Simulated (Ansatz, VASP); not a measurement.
## Na: VASP beside Ansatz

POSCAR

```
Na
1.0
    0.0000000000      2.6533633366      2.6533633366
    2.6533633366      0.0000000000      2.6533633366
    2.6533633366      2.6533633366      0.0000000000
Na
1
Direct
    0.0000000000      0.0000000000      0.0000000000
```

INCAR.step1

```
PREC = Accurate ; ENCUT = 520
ISMEAR = 0 ; SIGMA = 0.05
LREAL = False ; LASPH = True
NELM = 80 ; NBANDS = 10
GGA = PE ; ALGO = Normal
EDIFF = 1E-4 ; LWAVE = True
LCHARG = False
```

The input INCAR.step2:

```
PREC = Accurate ; ENCUT = 520
EDIFF = 1E-6 ; ISMEAR = 0
SIGMA = 0.05 ; LREAL = False
LASPH = True ; NELM = 80
ALGO = Normal ; ISIF = 2
LWAVE = False ; LCHARG = False
METAGGA = R2SCAN ; LMIXTAU = True
NBANDS = 10 ; ISTART = 1
```

KPOINTS

```
regular mesh
0
Gamma
  14 14 14
```

Input for Ansatz:

```yaml
crystal:
  lattice:
    - [0.0, 2.6533633366, 2.6533633366]
    - [2.6533633366, 0.0, 2.6533633366]
    - [2.6533633366, 2.6533633366, 0.0]
  atoms:
    - { symbol: Na, position: [0.0, 0.0, 0.0] }
basis:
  ecutwfc: 500
  ecutrho_ratio: 4
kpoints:
  mp_grid: { grid: [14, 14, 14] }
hamiltonian:
  xc: r2scan
scf:
  occupations: { method: gaussian, width: 0.05 }
output:
  forces: true
  stress: true
  eigenvalues: true
```

Alike in both runs: task single point; functional r2SCAN; k mesh 14 × 14 × 14; occupations gaussian, width 0.05 eV; no spin polarisation.

|  | VASP | Ansatz |
| --- | --- | --- |
| version | VASP 6.6.1 | Ansatz 0.2.0 |
| potentials or method | VASP PAW PBE potentials, release 64 (Na_pv), cutoff 520 eV | scalar-relativistic, plane waves, PAW |
| valence electrons in the cell | 7 | 9 |

|  | VASP | Ansatz | Ansatz less VASP |
| --- | --- | --- | --- |
| gap on the k mesh at the Fermi level (eV) | none | none | - |
| pressure (GPa) | 0.0 | 0.1 | +0.02 |

VASP's potentials were made for PBE, not for r2SCAN. A gap of «none» marks a metal or a gap that the smearing closes. The functional is the same, so the differences come from potentials, cutoffs and numerics. VASP's potentials hold 7 valence electrons a cell and Ansatz's 9, so a difference there can come from the potentials and not from the codes.
